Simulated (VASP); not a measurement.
Crystal: Rh.

```
Rh
1.0
     2.45806    0.00000    0.00000
     0.00000    2.45806    0.00000
     0.00000    0.00000    2.45806
Rh
1
Direct
  0.00000 0.00000 0.00000
```

| Quantity | Value |
| --- | --- |
| Program | VASP 6.6.1 |
| Task | relaxation of cell and atoms |
| Functional | LDA |
| Potentials or basis | VASP PAW LDA potentials, release 64 (Rh_pv) |
| Cutoff | 600 eV |
| k mesh | 13 × 13 × 13 |
| Occupations | fermi-dirac, width 0.1 eV |
| Spin | no spin polarisation |

At the start: pressure 7.6 GPa; volume 14.85 Å³/atom.

How do energy, volume and symmetry change on relaxing?

Over 4 steps the energy falls by 10.6 meV/atom and the volume is 15.32 Å³/atom (+3.1 %); space group Pm-3m (No. 221, to 0.05 Å).

The path:
| step | energy change (eV) | largest force (eV/Å) | pressure (GPa) | volume (Å³) |
| --- | --- | --- | --- | --- |
| 1 | 0.0000 | 0.0000 | 7.58 | 14.85 |
| 2 | 0.0386 | 0.0000 | -13.45 | 16.41 |
| 3 | -0.0106 | 0.0000 | -0.17 | 15.33 |
| 4 | -0.0106 | 0.0000 | -0.03 | 15.32 |

Final structure:
```
CELL_PARAMETERS angstrom
2.48345 0.00000 0.00000
0.00000 2.48345 0.00000
0.00000 0.00000 2.48345
ATOMIC_POSITIONS crystal
Rh 0.00000 0.00000 0.00000
```
